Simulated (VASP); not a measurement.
# HfN (Fm-3m) in VASP: further runs

Runs on HfN. Level: PBEsol. Tasks: single point.

All numbers are computed with VASP 6.6.1; they aren't measurements. Logs are shortened: lines on timing, memory, paths and dates and some standing lists are left out, and cuts for length are marked.

**1. The cell of the first run**

It takes space group Fm-3m (No. 225, cubic). The conventional cell has a = 4.590 Å, b = 4.590 Å, c = 4.590 Å, α = 90.00°, β = 90.00°, γ = 90.00°. Hf (site symmetry m-3m) has 6 N at 2.30 Å within 3.0 Å. N (site symmetry m-3m) has 6 Hf at 2.30 Å within 3.0 Å.

**2. Single point, PBEsol (volume scaled by 1.06)**

File INCAR:

```
SYSTEM = HfN
  ALGO = Normal
  EDIFF = 1E-6
  ENCUT = 520
  GGA = PS
  ISIF = 2
  ISMEAR = 0
  LASPH = .TRUE.
  LCHARG = .FALSE.
  LREAL = .FALSE.
  LWAVE = .FALSE.
  NBANDS = 14
  NELM = 60
  PREC = Accurate
  SIGMA = 0.1
```

File KPOINTS:

```
k-points
0
G
  16 16 16
  0 0 0
```

File POSCAR:

```
HfN
1.0
    0.0000000000      2.2950168450      2.2950168450
    2.2950168450      0.0000000000      2.2950168450
    2.2950168450      2.2950168450      0.0000000000
Hf N
1 1
Direct
    0.0000000000      0.0000000000      0.0000000000
    0.5000000000      0.5000000000      0.5000000000
```

Potentials or basis: VASP PAW PBE potentials, release 64 (Hf_pv, N).

Launch:

```
cat potpaw_PBE.64/Hf_pv/POTCAR potpaw_PBE.64/N/POTCAR > POTCAR
mpirun -np 1 vasp_std > vasp.out
```

OUTCAR:

```text
SYSTEM = HfN
   EDIFF = 1E-6
   ENCUT = 520
   GGA = PS
   ISIF = 2
   ISMEAR = 0
   LASPH = .TRUE.
   LREAL = .FALSE.
   NELM = 60
   PREC = Accurate

 ion  position               nearest neighbor table
   1  0.000  0.000  0.000-   2 2.30   2 2.30   2 2.30   2 2.30   2 2.30   2 2.30
   2  0.500  0.500  0.500-   1 2.30   1 2.30   1 2.30   1 2.30   1 2.30   1 2.30

  LATTYP: Found a face centered cubic cell.
 ALAT       =     4.5900336900

  Lattice vectors:

 A1 = (   0.0000000000,   2.2950168450,   2.2950168450)
 A2 = (   2.2950168450,   0.0000000000,   2.2950168450)
 A3 = (   2.2950168450,   2.2950168450,   0.0000000000)

Analysis of symmetry for initial positions (statically):
=====================================================================
 Subroutine PRICEL returns:
 Original cell was already a primitive cell.

 Routine SETGRP: Setting up the symmetry group for a
 face centered cubic supercell.

 Subroutine GETGRP returns: Found 48 space group operations
 (whereof 48 operations were pure point group operations)
 out of a pool of 48 trial point group operations.

The static configuration has the point symmetry O_h .

Analysis of symmetry for dynamics (positions and initial velocities):
=====================================================================
 Subroutine PRICEL returns:
 Original cell was already a primitive cell.

 Routine SETGRP: Setting up the symmetry group for a
 face centered cubic supercell.

 Subroutine GETGRP returns: Found 48 space group operations
 (whereof 48 operations were pure point group operations)
 out of a pool of 48 trial point group operations.

The dynamic configuration has the point symmetry O_h .

 Subroutine INISYM returns: Found 48 space group operations
 (whereof 48 operations are pure point group operations),
 and found     1 'primitive' translations

----------------------------------------------------------------------------------------

                                     Primitive cell

  volume of cell :      24.1762

  direct lattice vectors                    reciprocal lattice vectors
     0.000000000  2.295016845  2.295016845    -0.217863325  0.217863325  0.217863325
     2.295016845  0.000000000  2.295016845     0.217863325 -0.217863325  0.217863325
     2.295016845  2.295016845  0.000000000     0.217863325  0.217863325 -0.217863325

  length of vectors
     3.245643948  3.245643948  3.245643948     0.377350347  0.377350347  0.377350347

  position of ions in fractional coordinates (direct lattice)
     0.000000000  0.000000000  0.000000000
     0.500000000  0.500000000  0.500000000

  ion indices of the primitive-cell ions
   primitive index   ion index
                 1           1
                 2           2

----------------------------------------------------------------------------------------

 KPOINTS: k-points

Automatic generation of k-mesh.
 Grid dimensions read from file:
 generate k-points for:   16   16   16

 Generating k-lattice:

  Cartesian coordinates                     Fractional coordinates (reciprocal lattice)
    -0.013616458  0.013616458  0.013616458     0.062500000  0.000000000  0.000000000
     0.013616458 -0.013616458  0.013616458     0.000000000  0.062500000  0.000000000
     0.013616458  0.013616458 -0.013616458     0.000000000  0.000000000  0.062500000

  Length of vectors
     0.023584397  0.023584397  0.023584397

  Shift w.r.t. Gamma in fractional coordinates (k-lattice)
     0.000000000  0.000000000  0.000000000

 Subroutine IBZKPT returns following result:
 ===========================================

 Found    145 irreducible k-points:

 Following reciprocal coordinates:
            Coordinates               Weight
  0.000000  0.000000  0.000000      1.000000
  0.062500  0.000000  0.000000      8.000000
  0.125000  0.000000  0.000000      8.000000
  0.187500  0.000000  0.000000      8.000000
  0.250000  0.000000  0.000000      8.000000
  0.312500  0.000000  0.000000      8.000000
[... 16 lines left out ...]
 -0.125000  0.062500  0.000000     24.000000
 -0.062500  0.062500  0.000000     12.000000
 [... further k-points ...]
   k-points           NKPTS =    145   k-points in BZ     NKDIM =    145   number of bands    NBANDS=     14
   number of dos      NEDOS =    301   number of ions     NIONS =      2
   total plane-waves  NPLWV =  13824
   dimension x,y,z NGX =    24 NGY =   24 NGZ =   24
   dimension x,y,z NGXF=    48 NGYF=   48 NGZF=   48
   ions per type =               1   1
   NGX,Y,Z   is equivalent  to a cutoff of  12.29, 12.29, 12.29 a.u.
   NGXF,Y,Z  is equivalent  to a cutoff of  24.59, 24.59, 24.59 a.u.
 SYSTEM =  HfN
   PREC   = accura    normal or accurate (medium, high low for compatibility)
   ISTART =      0    job   : 0-new  1-cont  2-samecut
   ICHARG =      2    charge: 1-file 2-atom 10-const
   ISPIN  =      1    spin polarized calculation?
   LNONCOLLINEAR =      F non collinear calculations
   LSORBIT =      F    spin-orbit coupling
   LASPH  =      T    aspherical Exc in radial PAW
   ENCUT  =  520.0 eV  38.22 Ry    6.18 a.u.   6.03  6.03  6.03*2*pi/ulx,y,z
   NELM   =     60;   NELMIN=  2; NELMDL= -5     # of ELM steps
   EDIFF  = 0.1E-05   stopping-criterion for ELM
   LREAL  =      F    real-space projection
   EDIFFG = 0.1E-04   stopping-criterion for IOM
   NSW    =      0    number of steps for IOM
   IBRION =     -1    ionic relax: 0-MD 1-quasi-New 2-CG
   NFREE  =      0    steps in history (QN), initial steepest desc. (CG)
   ISIF   =      2    stress and relaxation
   ISYM   =      2    0-nonsym 1-usesym 2-fastsym
   POTIM  = 0.5000    time-step for ionic-motion
   TEBEG  =    0.0;   TEEND  =   0.0 temperature during run
   PSTRESS=    0.0 pullay stress
   NELECT =      15.0000    total number of electrons
   NUPDOWN=      -1.0000    fix difference up-down
   EMIN   =  10.00;   EMAX   =-10.00  energy-range for DOS
   EFERMI =   0.00;   METHOD = LEGACY
   ISMEAR =     0;   SIGMA  =   0.10  broadening in eV -4-tet -1-fermi 0-gaus
   EFERMI_NEDOS =   21; number of points for ismear=-14 and -15
   IALGO  =     38    algorithm
   IMIX   =      4    mixing-type and parameters
     AMIX     =   0.40;   BMIX     =  1.00
     AMIX_MAG =   1.60;   BMIX_MAG =  1.00
  volume/ion in A,a.u.               =      12.09        81.57
  Fermi-wavevector in a.u.,A,eV,Ry     =   1.396291  2.638608 26.526319  1.949629
  Thomas-Fermi vector in A             =   2.519660
   LORBIT       =      0    0 simple, 1 ext, 2 COOP (PROOUT), +10 PAW based schemes
   GGA     = PS    functional components
   LHFCALC =     F    Hartree Fock is set to
   AEXX    =    0.0000 exact exchange contribution
   IVDW    =     0    specifies the selected vdW correction
   LEPSILON=     F    determine dielectric tensor
   LRPA    =     F    only Hartree local field effects (RPA)
 non-spin polarized calculation
 Gauss-broadening in eV      SIGMA  =   0.10
  energy-cutoff  :      520.00
  volume of cell :       24.18
 maximum number of plane-waves:       666
   NGX = 13   NGY = 13   NGZ = 13

 number of electron      15.0000000 magnetization

 Free energy of the ion-electron system (eV)
  ---------------------------------------------------
  ext. energy  EPLUGINS =         0.00000000
  ---------------------------------------------------
  free energy    TOTEN  =       -22.91156457 eV

  energy without entropy =      -22.90853010  energy(sigma->0) =      -22.91004733

 E-fermi :   7.7708     XC(G=0): -12.6475

 val. band max:        7.7701922126   @ k =   0.3750   0.1250   0.0000
 cond. band min:       7.7840712667   @ k =   0.0625   0.0625   0.0000
 fundamental gap:      0.0138790541
 Fermi energy:         7.7708035081

 k-point     1 :       0.0000    0.0000    0.0000
  band No.  band energies     occupation
      1     -23.4657      2.00000
      2     -23.4657      2.00000
      3     -23.4657      2.00000
      4      -9.3737      2.00000
      5       4.8554      2.00000
      6       4.8554      2.00000
      7       4.8554      2.00000
      8       7.4358      2.00000
      9       7.4358      2.00000
     10       7.4358      2.00000
     11       9.1509      0.00000
     12       9.6112      0.00000
     13       9.6112      0.00000
     14      17.2068      0.00000

 k-point     2 :       0.0625    0.0000    0.0000
  band No.  band energies     occupation
      1     -23.4993      2.00000
      2     -23.4686      2.00000
      3     -23.4686      2.00000
      4      -9.2909      2.00000
      5       4.4485      2.00000
      6       4.6316      2.00000
      7       4.6316      2.00000
      8       7.5411      1.99884
      9       7.5642      1.99651
     10       7.5642      1.99651
     11       9.4530      0.00000
     12       9.8999      0.00000
     13       9.8999      0.00000
     14      17.4976      0.00000

 k-point     3 :       0.1250    0.0000    0.0000
  band No.  band energies     occupation
      1     -23.5936      2.00000
      2     -23.4769      2.00000
      3     -23.4769      2.00000
      4      -9.0528      2.00000
      5       3.5493      2.00000
      6       4.1117      2.00000
      7       4.1117      2.00000
      8       7.7135      1.58224
      9       7.9015      0.06452
     10       7.9015      0.06452
     11      10.2092      0.00000
     12      10.6515      0.00000
     13      10.6515      0.00000
     14      18.3040      0.00000
[... 324 lines left out ...]
 k-point    23 :      -0.1250    0.0625    0.0000
  band No.  band energies     occupation
      1     -23.6484      2.00000
      2     -23.5060      2.00000
      3     -23.4729      2.00000
      4      -8.8830      2.00000
      5       2.9751      2.00000
      6       3.6687      2.00000
      7       4.0731      2.00000
      8       7.7695      1.01502
      9       7.8776      0.13106
     10       8.5486      0.00000
     11      10.0032      0.00000
     12      11.2342      0.00000
     13      11.5603      0.00000
     14      18.8705      0.00000

 k-point    24 :      -0.0625    0.0625    0.0000
  band No.  band energies     occupation
      1     -23.5459      2.00000
      2     -23.4862      2.00000
      3     -23.4676      2.00000
      4      -9.1582      2.00000
      5       3.8498      2.00000
      6       4.2264      2.00000
      7       4.5167      2.00000
      8       7.5969      1.98609
      9       7.6017      1.98320
     10       8.0106      0.00070
     11       9.5500      0.00000
     12      10.3394      0.00000
     13      10.5914      0.00000
     14      17.9587      0.00000

 [... further k-points ...]
[... 5 lines left out ...]
  --------------------------------------------------------------------------------------
  -------------------------------------------------------------------------------------
  Total       -2.5212179     -2.5212179     -2.5212179      0.0000000      0.0000000      0.0000000
  in kB     -167.0834112   -167.0834112   -167.0834112      0.0000000      0.0000000      0.0000000
  external PRESSURE =    -167.0834112 kB  Pullay stress =       0.0000000 kB

 VOLUME and BASIS-vectors are now :
 -----------------------------------------------------------------------------
  energy-cutoff  :      520.00
  volume of cell :       24.18
      direct lattice vectors                 reciprocal lattice vectors
     0.000000000  2.295016845  2.295016845    -0.217863325  0.217863325  0.217863325
     2.295016845  0.000000000  2.295016845     0.217863325 -0.217863325  0.217863325
     2.295016845  2.295016845  0.000000000     0.217863325  0.217863325 -0.217863325

 POSITION                                       TOTAL-FORCE (eV/Angst)
 -----------------------------------------------------------------------------------
      0.00000      0.00000      0.00000         0.000000      0.000000      0.000000
      2.29502      2.29502      2.29502         0.000000      0.000000      0.000000
 -----------------------------------------------------------------------------------
    total drift:                                0.000000     -0.000000     -0.000000

  FREE ENERGIE OF THE ION-ELECTRON SYSTEM (eV)
  ---------------------------------------------------
  free  energy   TOTEN  =       -22.9115645700 eV

  energy  without entropy=      -22.9085300984  energy(sigma->0) =      -22.91004733
```

Wall time 34 s (1 thread of AMD EPYC 9R45 (Zen 5), shared host); peak memory 0.14 GiB.

Results:

* Free energy: -22.9116 eV
* Pressure: -16.7 GPa

Caveat: the PAW data sets were made with another functional, which shifts forces and pressure a little; spin-orbit coupling is left out, which moves the levels of the heavy elements.

**3. Single point, PBEsol (volume scaled by 1.10)**

File INCAR:

```
PREC = Accurate
ENCUT = 520
EDIFF = 1E-6
ISMEAR = 0
SIGMA = 0.1
LREAL = False
LASPH = True
NELM = 60
ALGO = Normal
ISIF = 2
LWAVE = False
LCHARG = False
GGA = PS
NBANDS = 14
```

File KPOINTS:

```
regular mesh
0
Gamma
  16 16 16
```

File POSCAR:

```
HfN
1.0
    0.0000000000      2.3235292864      2.3235292864
    2.3235292864      0.0000000000      2.3235292864
    2.3235292864      2.3235292864      0.0000000000
Hf N
1 1
Direct
    0.0000000000      0.0000000000      0.0000000000
    0.5000000000      0.5000000000      0.5000000000
```

Potentials or basis: VASP PAW PBE potentials, release 64 (Hf_pv, N).

Launch:

```
cat potpaw_PBE.64/Hf_pv/POTCAR potpaw_PBE.64/N/POTCAR > POTCAR
mpirun -np 1 vasp_std > vasp.out
```

It took 36 s on 1 thread of AMD EPYC 9R45 (Zen 5), shared host; peak memory 0.14 GiB.

The run converged. Its results:

| Quantity | Value |
| --- | --- |
| Free energy | -22.7953 eV |
| Pressure | -24.1 GPa |

Levels at points of the mesh, in eV from the Fermi level:
```tsv
k point	band 4	band 5	band 6	band 7	band 8	band 9	band 10	band 11	band 12	band 13
(0.00, 0.00, 0.00)	-16.92	-2.86	-2.86	-2.86	-0.31	-0.31	-0.31	1.06	1.76	1.76
(0.50, 0.00, 0.00)	-14.60	-8.40	-5.74	-5.74	2.94	3.31	3.31	3.99	7.91	7.91
(0.50, 0.50, 0.00)	-15.84	-5.35	-3.58	-3.58	-3.46	3.66	4.67	4.93	4.93	6.91
```

Caveat: the PAW data sets were made with another functional, which shifts forces and pressure a little; spin-orbit coupling is left out, which moves the levels of the heavy elements.

**4. Single point, PBEsol (volume scaled by 0.94)**

File INCAR:

```
SYSTEM = HfN
PREC = Accurate
ENCUT = 520
EDIFF = 1E-6
ISMEAR = 0
SIGMA = 0.1
LREAL = .False.
LASPH = .True.
NELM = 100
ALGO = Normal
ISIF = 2
LWAVE = .False.
LCHARG = .True.
GGA = PS
LELF = .True.
LVHAR = .True.
NBANDS = 14
```

File KPOINTS:

```
regular mesh
0
Gamma
  16 16 16
  0 0 0
```

File POSCAR:

```
HfN
1.0
    0.0000000000      2.2049218967      2.2049218967
    2.2049218967      0.0000000000      2.2049218967
    2.2049218967      2.2049218967      0.0000000000
Hf N
1 1
Direct
    0.0000000000      0.0000000000      0.0000000000
    0.5000000000      0.5000000000      0.5000000000
```

Launch:

```
cat potpaw_PBE.64/Hf_pv/POTCAR potpaw_PBE.64/N/POTCAR > POTCAR
mpirun -np 1 vasp_std > vasp.out
```

Run time: 19 s. Hardware: 1 thread of Intel Xeon Platinum 8488C (Sapphire Rapids), shared host; peak memory 0.17 GiB.

It converged, with:

```
Free energy : -22.9319 eV
Pressure    : 17.8 GPa
```

Levels at points of the mesh, in eV from the Fermi level:
```
           k point  band 4  band 5  band 6  band 7  band 8  band 9  band 10  band 11  band 12  band 13
(0.00, 0.00, 0.00)  -17.86   -3.05   -3.05   -3.05   -0.41   -0.41    -0.41     2.13     2.13     2.55
(0.50, 0.00, 0.00)  -14.63   -9.32   -6.54   -6.54    3.65    4.10     4.10     4.81     9.79     9.79
(0.50, 0.50, 0.00)  -16.74   -5.33   -4.18   -3.67   -3.67    4.50     6.14     6.14     6.53     8.93
```

Caveat: the PAW data sets were made with another functional, which shifts forces and pressure a little; spin-orbit coupling is left out, which moves the levels of the heavy elements.

**5. Single point, PBEsol (volume scaled by 0.97)**

File INCAR:

```
SYSTEM = HfN
ALGO     = Normal         ! electronic algorithm
EDIFF    = 1E-6           ! SCF threshold, eV
ENCUT    = 520            ! plane-wave cutoff, eV
GGA      = PS             ! functional
ISIF     = 2              ! what is computed and relaxed
ISMEAR   = 0              ! smearing method
LASPH    = .TRUE.         ! aspherical terms in the spheres
LCHARG   = .FALSE.        ! write CHGCAR
LREAL    = .FALSE.        ! projectors in reciprocal space
LWAVE    = .FALSE.        ! write WAVECAR
NBANDS   = 14             ! bands
NELM     = 60             ! most SCF steps
PREC     = Accurate       ! precision mode
SIGMA    = 0.1            ! smearing width, eV
```

File KPOINTS:

```
k-points
0
G
  16 16 16
  0 0 0
```

File POSCAR:

```
HfN
1.0
    0.0000000000      2.2281333066      2.2281333066
    2.2281333066      0.0000000000      2.2281333066
    2.2281333066      2.2281333066      0.0000000000
Hf N
1 1
Direct
    0.0000000000      0.0000000000      0.0000000000
    0.5000000000      0.5000000000      0.5000000000
```

Launch:

```
cat potpaw_PBE.64/Hf_pv/POTCAR potpaw_PBE.64/N/POTCAR > POTCAR
mpirun -np 1 vasp_std > vasp.out
```

It took 20 s on 1 thread of Intel Xeon Platinum 8488C (Sapphire Rapids), shared host; peak memory 0.17 GiB.

The run converged. Its results:

| Quantity | Value |
| --- | --- |
| Free energy | -22.9847 eV |
| Pressure | 7.0 GPa |

Levels at points of the mesh, in eV from the Fermi level:
```tsv
k point	band 6	band 7	band 8	band 9	band 10	band 11
(0.00, 0.00, 0.00)	-3.02	-3.02	-0.39	-0.39	-0.39	2.05
(0.50, 0.00, 0.00)	-6.38	-6.38	3.50	3.93	3.93	4.64
(0.50, 0.50, 0.00)	-4.03	-3.66	-3.66	4.33	5.88	5.88
```

Caveat: the PAW data sets were made with another functional, which shifts forces and pressure a little; spin-orbit coupling is left out, which moves the levels of the heavy elements.

**6. Overview**

| cell | gap on the mesh (eV) | pressure (GPa) |
| --- | --- | --- |
| a = 3.246 Å, angles 60.0°, 2 atoms | none | -16.7 |
| a = 3.286 Å, angles 60.0°, 2 atoms | none | -24.1 |
| a = 3.118 Å, angles 60.0°, 2 atoms | none | 17.8 |
| a = 3.151 Å, angles 60.0°, 2 atoms | none | 7.0 |

Alike in all rows: task single point; level PBEsol; potentials or basis VASP PAW PBE potentials, release 64 (Hf_pv, N); no spin polarisation; k mesh 16 × 16 × 16; cutoff (eV) 520; smearing gaussian 0.1 eV.

Caveats: the PAW data sets were made with another functional, which shifts forces and pressure a little; spin-orbit coupling is left out, which moves the levels of the heavy elements.

Total energies depend on the potentials used, so only differences within one code and one set of settings carry meaning.
